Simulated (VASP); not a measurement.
Input of a VASP 6.6.1 run:

The input INCAR:

```
PREC     = Accurate       # precision mode
ENCUT    = 520            # plane-wave cutoff, eV
EDIFF    = 1E-7           # SCF threshold, eV
ISMEAR   = 0              # smearing method
SIGMA    = 0.03           # smearing width, eV
LREAL    = F              # projectors in reciprocal space
LASPH    = T              # aspherical terms in the spheres
NELM     = 100            # most SCF steps
ALGO     = Normal         # electronic algorithm
ISIF     = 2              # what is computed and relaxed
LWAVE    = F              # write WAVECAR
LCHARG   = F              # write CHGCAR
GGA      = PE             # functional
IVDW     = 12             # dispersion correction
NBANDS   = 17             # bands
```

KPOINTS

```
regular mesh
0
Gamma
  10 10 10
```

POSCAR

```
PbSe
1.0
   -0.3373796071      2.8140526321      3.0670873374
    2.8140526321     -0.3373796071      3.0670873374
    2.4766730250      2.4766730250      0.0000000000
Pb Se
1 1
Direct
    0.0000000000      0.0000000000      0.0000000000
    0.5000000000      0.5000000000      0.5000000000
```

Potentials or basis: VASP PAW PBE potentials, release 64 (Pb_d, Se).

Command:

```console
$ cat potpaw_PBE.64/Pb_d/POTCAR potpaw_PBE.64/Se/POTCAR > POTCAR
$ mpirun -np 1 vasp_std > vasp.out
```

Estimate the dispersion energy per atom.

-0.443 eV.

Predict the pressure.

13.6 GPa.

Stress tensor (GPa, compression positive):
```
19.96  2.34  0.00
 2.34 19.96  0.00
 0.00  0.00  0.94
```

Caveat: the cell stands under pressure.
